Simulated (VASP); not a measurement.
Bi, 2 atoms in the cell. It takes space group R-3m (No. 166, trigonal). The conventional cell has a = 4.431 Å, b = 4.431 Å, c = 11.099 Å, α = 90.00°, β = 90.00°, γ = 120.00°. Bi (site symmetry 3m) has 6 Bi at 3.05 to 3.27 Å within 4.0 Å.  This cell differs from its parent crystal: volume scaled by 0.91, then relaxed in part.

```yaml
Program: VASP 6.6.1
Task: single point
Functional: PBE
Dispersion: D3(BJ)
Potentials_or_basis: VASP PAW PBE potentials, release 64 (Bi_d)
Cutoff: 520 eV
k_mesh: 12 × 12 × 12
Occupations: gaussian, width 0.1 eV
Spin: no spin polarisation
Dipole_correction: no
Further_INCAR_settings: ALGO = Fast; EDIFF = 1e-06; NBANDS = 22
```

Potentials or basis: VASP PAW PBE potentials, release 64 (Bi_d).

Launch:

```bash
$ cat potpaw_PBE.64/Bi_d/POTCAR > POTCAR
$ mpirun -np 1 vasp_std > vasp.out
```

Hardware: 1 thread of Intel(R) Xeon(R) Platinum 8488C (Sapphire Rapids) (shared host).

Problem. Estimate the wall time of this run.

Solution. It took 3.9 min on 1 thread of Intel(R) Xeon(R) Platinum 8488C (Sapphire Rapids), with other jobs on the host, peak memory 0.35 GiB. Counts: scf iterations 12, k points 189.
